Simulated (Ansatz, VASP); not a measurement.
# MgZn3Se3S: VASP beside Ansatz

```
Mg Zn Se S
1.0
     4.04932    0.00000    0.00000
    -2.02466    3.50681    0.00000
     0.00000    0.00000   13.23485
Mg Zn Se S
1 3 3 1
Cartesian
  2.0247 1.1689 3.1830
  2.0247 1.1689 9.9577
  0.0000 2.3379 0.0565
  0.0000 2.3379 6.6399
  0.0000 2.3379 9.1298
  2.0247 1.1689 12.4499
  2.0247 1.1689 5.7968
  0.0000 2.3379 2.4170
```

Alike in both runs: functional PBE; k mesh 12 × 12 × 2; no spin polarisation.

Ansatz relaxed the structure, and its values are those at the end. VASP's run is a single point on that final structure, the one shown.

|  | VASP | Ansatz |
| --- | --- | --- |
| version | VASP 6.6.1 | Ansatz 0.2.0 |
| potentials or method | VASP PAW PBE potentials, release 64 (Mg, Zn, Se, S), cutoff 520 eV | scalar-relativistic, plane waves, PAW |
| occupations | gaussian, width 0.01 eV | fixed |
| valence electrons in the cell | 62 | 100 |

Ansatz gave:

```
gap on the k mesh at the Fermi level (eV) : 1.50
least direct gap on the mesh (eV)         : 1.50
pressure (GPa)                            : 0.0
rms of the force components (eV/Å)        : 0.000
```

Q: What did VASP give for the same quantities?

A: gap on the k mesh at the Fermi level (eV): 1.50; least direct gap on the mesh (eV): 1.50; pressure (GPa): 0.1; rms of the force components (eV/Å): 0.007.

VASP's potentials hold 62 valence electrons a cell and Ansatz's 100, so a difference there can come from the potentials and not from the codes.
